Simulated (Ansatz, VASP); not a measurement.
# W: VASP beside Ansatz

Contents of INCAR:

```
SYSTEM = W
ALGO     = Normal         ! electronic algorithm
EDIFF    = 1E-6           ! SCF threshold, eV
ENCUT    = 500            ! plane-wave cutoff, eV
GGA_COMPAT= .False.      
ISIF     = 2              ! what is computed and relaxed
ISMEAR   = 0              ! smearing method
LASPH    = .True.         ! aspherical terms in the spheres
LCHARG   = .False.        ! write CHGCAR
LREAL    = .False.        ! projectors in reciprocal space
LWAVE    = .False.        ! write WAVECAR
NBANDS   = 21             ! bands
NELM     = 120            ! most SCF steps
PREC     = Accurate       ! precision mode
SIGMA    = 0.15           ! smearing width, eV
```

KPOINTS

```
k-points
0
Gamma
  16 16 12
  0 0 0
```

The input POSCAR:

```
W
1.0
    0.0000000000     -1.9864787844     -1.9864787844
    0.0000000000      1.9864787844     -1.9864787844
    3.9729575688      0.0000000000      0.0000000000
W
2
Direct
    0.5101687469      0.4898312531      0.4863074299
   -0.0101687469      0.0101687469      0.0136925701
```

Input for Ansatz:

```yaml
crystal:
  lattice:
    - [0.0, -1.9864787844, -1.9864787844]
    - [0.0, 1.9864787844, -1.9864787844]
    - [3.9729575688, 0.0, 0.0]
  atoms:
    - { symbol: W, position: [0.5101687469, 0.4898312531, 0.4863074299] }
    - { symbol: W, position: [-0.0101687469, 0.0101687469, 0.0136925701] }
basis:
  ecutwfc: 420
kpoints:
  mp_grid: { grid: [16, 16, 12] }
hamiltonian:
  xc: lda
  pseudopotentials: { kind: paw, azcp: { folder: soft_1 } }
scf:
  occupations: { method: gaussian, width: 0.15 }
output:
  forces: true
  stress: true
  eigenvalues: true
```

Change from the starting cell: mode 4 frozen in at -0.040 Å and mode 6 at -0.054 Å (largest displacements).

Alike in both runs: task single point; functional LDA; k mesh 16 × 16 × 12; occupations gaussian, width 0.15 eV; no spin polarisation.

|  | VASP | Ansatz |
| --- | --- | --- |
| version | VASP 6.6.1 | Ansatz 0.2.0 |
| potentials or method | VASP PAW LDA potentials, release 64 (W_sv), cutoff 500 eV | scalar-relativistic, plane waves, PAW |
| valence electrons in the cell | 28 | 28 |

```tsv
	VASP	Ansatz	Ansatz less VASP
gap on the k mesh at the Fermi level (eV)	none	none	-
pressure (GPa)	3.7	2.0	-1.70
traceless stress, the component that is largest in VASP (GPa)	-3.67	-3.67	-0.004
rms of the force components (eV/Å)	0.979	0.960	-0.0198
```

Ansatz warns that its potentials were made for another functional, while VASP's fit it. LDA's correlation is that of Perdew and Zunger in VASP and of Perdew and Wang (1992) in Ansatz. Atom by atom the forces differ by 0.020 eV/Å (rms over components). A gap of «none» marks a metal or a gap that the smearing closes.

Spin-orbit coupling is off throughout.
